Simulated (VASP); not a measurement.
Here is a VASP 6.6.1 calculation.

INCAR

```
SYSTEM = Si
PREC = Accurate
ENCUT = 520
EDIFF = 1E-8
ISMEAR = -1
SIGMA = 0.05
LREAL = .FALSE.
LASPH = .TRUE.
NELM = 100
ALGO = Normal
ISIF = 2
LWAVE = .FALSE.
LCHARG = .FALSE.
GGA = PE
LEFG = .TRUE.
NBANDS = 11
```

KPOINTS

```
Automatic mesh
0
G
  16 16 16
  0 0 0
```

Contents of POSCAR:

```
Si
1.0
   -2.1963475000      2.3538600000      1.2767625000
    2.2345975000     -2.3156100000      1.2732375000
    2.2674025000      2.3831400000     -1.2057075000
Si
2
Direct
    0.8070000000      0.5570000000      0.2500000000
    0.1930000000      0.4430000000      0.7500000000
```

Potentials or basis: VASP PAW PBE potentials, release 64 (Si).

Run with:

```console
$ cat potpaw_PBE.64/Si/POTCAR > POTCAR
$ mpirun -np 1 vasp_std > vasp.out
```

(1) Predict the pressure.

(2) What does it give for the largest force?

(3) Predict the band gap on the k mesh.

## Answers

(1) 15.7 GPa.

(2) 0.104 eV/Å.

(3) zero (bands 4 and 5 overlap by 7.55 eV).

Caveat: the cell differs from its parent crystal (equal xy, yz and zx shear strains of +3 %); the cell stands under pressure; without QUAD_EFG the Cq values of the log hold for a quadrupole moment of 1 mb, not for the nuclei.
